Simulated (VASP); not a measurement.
Here is a VASP 6.6.1 calculation.

INCAR

```
ALGO = Normal ; EDIFF = 1E-6
ENCUT = 520 ; GGA = PE
ISIF = 2 ; ISMEAR = 0
LASPH = T ; LCHARG = F
LREAL = Auto ; LWAVE = F
NBANDS = 89 ; NELM = 60
PREC = Accurate ; SIGMA = 0.02
```

Contents of KPOINTS:

```
Automatic mesh
0
Gamma
  2 2 2
  0.5 0.5 0.5
```

The input POSCAR:

```
Si32O
1.0
   -5.7769209609      3.3353068718      6.3650226989
    5.7769209609     -3.3353068718      6.3650226989
    3.8512806405      6.6706137437     -6.3650226989
Si O
32 1
Direct
    0.2351279863      0.0712133863      0.2404936891
    0.7452697555      0.5831500813      0.2613843649
    0.1152229155      0.4363204931      0.4945323000
    0.6037885267      0.9553509374      0.4947247211
    0.4904962116      0.3275094090      0.7503906222
    1.0320150132      0.8033970492      0.7528443598
    0.8560032718      0.2151884498      0.0081818439
    0.3754479406      0.6909757969      1.0080365145
    0.3216961158      0.4886120573      0.2499843269
    0.8222274147      0.9890139854      0.2493750140
    0.2012611978      0.8648891899      0.4947742635
    0.6984499267      0.3653887560      0.5006672425
    0.5580951919      0.7414341801      0.7489252083
    0.0731418137      0.2319412980      0.7500156962
    0.9485383111      0.6147896439      0.9985464655
    0.4550109629      0.1195101877      0.0043810000
    0.4268581350      0.2603650198      0.2491577885
    0.9281823777      0.7615847974      0.2501562839
    0.2938970897      0.6302320596      0.4950024785
    0.8020887236      0.1352103509      0.5008494134
    0.6767767960      0.5176772836      0.7499269925
    0.1916820933      0.0074788144      0.7489121287
    0.0497527510      0.3836052836     -0.0015349942
    0.5495886068      0.8849991593      1.0041996701
    0.5150552193      0.6790074132      0.2611173343
    0.0046791351      0.1702141582      0.2407345353
    0.3784458583      0.0589293071      0.4941748057
    0.8900357404      0.5401963819      0.4949440202
    0.7204938554      0.9504554476      0.7528402441
    0.2590591704      0.4233283724      0.7503786594
    0.1510958308      0.7935904977      1.0079187817
    0.6321204593      0.3181659617      0.0084647993
   -0.1105646419     -0.1085347834     -0.2235732507
```

Potentials or basis: VASP PAW PBE potentials, release 64 (Si, O).

The run is started by

```bash
$ cat potpaw_PBE.64/Si/POTCAR potpaw_PBE.64/O/POTCAR > POTCAR
$ mpirun -np 1 vasp_std > vasp.out
```

Problem. Predict the band gap on the k mesh.

Solution. 0.90 eV.

Problem. Predict the pressure.

Solution. 1.7 GPa.

Stress tensor (GPa, compression positive):
```
 2.74 -1.18 -0.86
-1.18  1.38  0.50
-0.86  0.50  0.89
```
